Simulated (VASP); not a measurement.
A run of VASP 6.6.1:

The input INCAR:

```
SYSTEM = F
PREC = Accurate
ENCUT = 520
EDIFF = 1E-7
ISMEAR = -1
SIGMA = 0.05
LREAL = .False.
LASPH = .True.
NELM = 100
ALGO = Normal
ISIF = 2
LWAVE = .False.
LCHARG = .False.
GGA = PE
NBANDS = 14
```

KPOINTS

```
Automatic mesh
0
Gamma
  18 18 10
  0 0 0
```

File POSCAR:

```
F
1.0
    1.9989023011      0.0000000000      0.0000000000
   -0.9994511506      1.7311001724      0.0000000000
    0.0000000000      0.0000000000      2.7597171071
F
2
Direct
    0.3333333333      0.6666666667      0.2500000000
    0.6666666667      0.3333333333      0.7500000000
```

Potentials or basis: VASP PAW PBE potentials, release 64 (F).

Run with:

```bash
$ cat potpaw_PBE.64/F/POTCAR > POTCAR
$ mpirun -np 1 vasp_std > vasp.out
```

Hardware: 1 thread of Intel(R) Xeon(R) 6975P-C (Granite Rapids), on a shared host.

How long does it take, and how much memory?

Wall time 8.5 s on 1 thread of Intel(R) Xeon(R) 6975P-C (Granite Rapids), on a shared host, peak memory 0.13 GiB. Counts: scf iterations 14, k points 222.
